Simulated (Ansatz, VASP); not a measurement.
## One calculation of AlGa3N4, two programs

```xyz
8
Lattice="4.3537 0.0000 0.0000 0.0000 4.3537 0.0000 0.0000 0.0000 4.3537" Properties=species:S:1:pos:R:3 pbc="T T T"
Al    0.0000    0.0000    0.0000
Ga    2.1769    2.1769    0.0000
Ga    2.1769    0.0000    2.1769
Ga    0.0000    2.1769    2.1769
N     3.2886    3.2886    1.0651
N     3.2886    1.0651    3.2886
N     1.0651    3.2886    3.2886
N     1.0651    1.0651    1.0651
```

Change from the starting cell: strain -0.025 along x and y, -0.025 along z, atoms carried along.

Alike in both runs: task single point; functional r2SCAN; k mesh 6 × 6 × 6; occupations gaussian, width 0.05 eV; no spin polarisation.

```csv
,VASP,Ansatz
version,VASP 6.6.1,Ansatz 0.2.0
potentials or method,"VASP PAW PBE potentials, release 64 (Al, Ga_d, N), cutoff 520 eV","scalar-relativistic, plane waves, PAW"
valence electrons in the cell,62,62
```

|  | VASP | Ansatz | Ansatz less VASP |
| --- | --- | --- | --- |
| gap on the k mesh at the Fermi level (eV) | 3.37 | 3.38 | +0.002 |
| least direct gap on the mesh (eV) | 3.37 | 3.38 | +0.002 |
| pressure (GPa) | 18.8 | 17.8 | -1.01 |
| rms of the force components (eV/Å) | 0.046 | 0.010 | -0.0361 |

VASP's potentials were made for PBE, not for r2SCAN. Atom by atom the forces differ by 0.036 eV/Å (rms over components).
